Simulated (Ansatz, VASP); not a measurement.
# Two plane-wave programs on Te2O

```
Te O
1.0
     5.21739    0.00000    0.00000
     0.00000    5.21739    0.00000
     0.00000    0.00000    5.21739
Te O
4 2
Cartesian
  1.3043 1.3043 1.3043
  1.3043 3.9130 3.9130
  3.9130 3.9130 1.3043
  3.9130 1.3043 3.9130
  0.0000 0.0000 0.0000
  2.6087 2.6087 2.6087
```

Alike in both runs: functional PBE; k mesh 8 × 8 × 8; occupations gaussian, width 0.1 eV; no spin polarisation.

Ansatz relaxed the structure, and its values are those at the end. VASP's run is a single point on that final structure, the one shown.

```csv
,VASP,Ansatz
version,VASP 6.6.1,Ansatz 0.2.0
potentials or method,"VASP PAW PBE potentials, release 64 (Te, O), cutoff 520 eV","scalar-relativistic, plane waves, PAW"
valence electrons in the cell,36,76
```

Ansatz gave:

* gap on the k mesh at the Fermi level (eV): none
* pressure (GPa): 0.0

**Question.** What did VASP give for the same quantities?

**Answer.** gap on the k mesh at the Fermi level (eV): none; pressure (GPa): -0.3.

A gap of «none» marks a metal or a gap that the smearing closes. VASP's potentials hold 36 valence electrons a cell and Ansatz's 76, so a difference there can come from the potentials and not from the codes.

Neither program's run includes spin-orbit coupling.
